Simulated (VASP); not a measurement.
A run of VASP 6.6.1 is set up as follows.

Contents of INCAR:

```
PREC = Accurate
ENCUT = 600
EDIFF = 1E-6
ISMEAR = -1
SIGMA = 0.05
LREAL = F
LASPH = T
NELM = 80
ALGO = Normal
ISIF = 3
LWAVE = F
LCHARG = F
GGA = CA
IBRION = 2
NSW = 60
EDIFFG = -0.005
PSTRESS = 720.0
```

Contents of KPOINTS:

```
regular mesh
0
Gamma
  13 13 13
```

The input POSCAR:

```
Se
1.0
    0.0000000000      2.4508034729      2.4508034729
    2.4508034729      0.0000000000      2.4508034729
    2.4508034729      2.4508034729      0.0000000000
Se
2
Direct
   -0.1250000000     -0.1250000000     -0.1250000000
    0.1250000000      0.1250000000      0.1250000000
```

Potentials or basis: VASP PAW LDA potentials, release 64 (Se).

Run with:

```bash
$ cat potpaw_LDA.64/Se/POTCAR > POTCAR
$ mpirun -np 1 vasp_std > vasp.out
```

**Question.** Estimate the relaxed volume.

**Answer.** 17.20 Å³/atom.

**Question.** What does it give for the space group after relaxing (to 0.1 Å)?

**Answer.** Fd-3m (No. 227).

**Question.** What does it give for the band gap on the k mesh?

**Answer.** Zero (bands 6 and 7 overlap by 3.55 eV).

**Question.** What does it give for the relaxed cell?

**Answer.** a = 3.650 Å, b = 3.650 Å, c = 3.650 Å, α = 60.00°, β = 60.00°, γ = 60.00°.

Final structure:
```cif
data_structure
_symmetry_space_group_name_H-M 'P 1'
_symmetry_Int_Tables_number 1
_cell_length_a 3.6503
_cell_length_b 3.6503
_cell_length_c 3.6503
_cell_angle_alpha 60.000
_cell_angle_beta 60.000
_cell_angle_gamma 60.000
_cell_volume 34.39
loop_
_atom_site_label
_atom_site_type_symbol
_atom_site_fract_x
_atom_site_fract_y
_atom_site_fract_z
_atom_site_occupancy
Se1 Se 0.87500 0.87500 0.87500 1
Se2 Se 0.12500 0.12500 0.12500 1
```

Caveat: the cell is relaxed towards a set pressure, so the run minimises the enthalpy, not the energy; the volume moved by over 15 % at a fixed basis, so the end points are rough.
